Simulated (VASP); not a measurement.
Crystal: KI.

```
K I
1.0
     4.64367    0.00000    0.00000
    -2.32184    4.02154    0.00000
     0.00000    0.00000    4.52920
K I
1 1
Direct
  0.00000 0.00000 0.00000
  0.66667 0.33333 0.50000
```

```yaml
Program: VASP 6.6.1
Task: relaxation of cell and atoms
Functional: PBE
Potentials_or_basis: VASP PAW PBE potentials, release 64 (K_sv, I)
Cutoff: 600 eV
k_mesh: 6 × 6 × 6
Occupations: gaussian, width 0.02 eV
Spin: no spin polarisation
```

At the start: pressure 1.2 GPa; volume 42.29 Å³/atom.

Q: Where does the relaxation end?

A: Over 8 steps the energy falls by 19.0 meV/atom and the volume is 46.79 Å³/atom (+10.6 %); space group P-6m2 (No. 187, to 0.05 Å).

Step by step:
```csv
step,energy change (eV),largest force (eV/Å),pressure (GPa),volume (Å³)
1,0.0000,0.0000,1.17,84.58
2,-0.0231,0.0000,0.55,88.41
3,-0.0310,0.0000,-0.36,96.48
4,-0.0334,0.0000,-0.12,93.95
5,-0.0334,0.0000,-0.10,93.73
6,-0.0362,0.0000,-0.07,93.68
7,-0.0380,0.0000,-0.02,93.60
8,-0.0381,0.0000,-0.01,93.58
```

Final structure:
```xyz
2
Lattice="4.8974 0.0000 0.0000 -2.4487 4.2412 0.0000 0.0000 0.0000 4.5054" Properties=species:S:1:pos:R:3 pbc="T T T"
K     0.0000    0.0000    0.0000
I     2.4487    1.4137    2.2527
```
